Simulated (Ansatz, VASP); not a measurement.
Two plane-wave programs on Cu

Contents of INCAR:

```
PREC = Accurate
ENCUT = 520
EDIFF = 1E-6
ISMEAR = -1
SIGMA = 0.1
LREAL = False
LASPH = True
NELM = 60
ALGO = Normal
ISIF = 2
LWAVE = False
LCHARG = False
GGA = RE
NBANDS = 18
```

File KPOINTS:

```
regular mesh
0
Gamma
  16 16 9
```

Contents of POSCAR:

```
Cu
1.0
    2.5883303632      0.0000000000      0.0000000000
   -1.2941651816      2.2415598480      0.0000000000
    0.0000000000      0.0000000000      4.2375839915
Cu
2
Direct
    0.3333333333      0.6666666667      0.2500000000
    0.6666666667      0.3333333333      0.7500000000
```

Input for Ansatz:

```yaml
crystal:
  lattice:
    - [2.5883303632, 0.0, 0.0]
    - [-1.2941651816, 2.241559848, 0.0]
    - [0.0, 0.0, 4.2375839915]
  atoms:
    - { symbol: Cu, position: [0.3333333333, 0.6666666667, 0.25] }
    - { symbol: Cu, position: [0.6666666667, 0.3333333333, 0.75] }
hamiltonian:
  xc: revpbe
  pseudopotentials:
    kind: paw
    azcp:
      Cu: "pseudopotentials/Cu.paw.azcp"
basis:
  ecutwfc: 420
  fft_grid_basis: typed
kpoints:
  mp_grid: { grid: [16, 16, 9], shift: [0, 0, 0] }
magnetization:
  spin_polarized: false
scf:
  occupations: { method: fermi_dirac, width: 0.1 }
  lower_state_search: "off"
output:
  stress: true
  write_density: true
  write_potential: true
  elf: true
  volumetric_format: npy
```

Alike in both runs: task single point; functional revPBE; k mesh 16 × 16 × 9; occupations fermi-dirac, width 0.1 eV; no spin polarisation.

|  | VASP | Ansatz |
| --- | --- | --- |
| version | VASP 6.6.1 | Ansatz 0.2.0 |
| potentials or method | VASP PAW PBE potentials, release 64 (Cu), cutoff 520 eV | plane waves (420 eV) with PAW, scalar-relativistic |
| valence electrons in the cell | 22 | 38 |

```tsv
	VASP	Ansatz	Ansatz less VASP
pressure (GPa)	0.5	-0.1	-0.52
traceless stress, the component that is largest in VASP (GPa)	-0.11	-0.09	+0.020
```

VASP's potentials were made for PBE, not for revPBE. The functional is the same, so the differences come from potentials, cutoffs and numerics. VASP's potentials hold 22 valence electrons a cell and Ansatz's 38, so a difference there can come from the potentials and not from the codes.
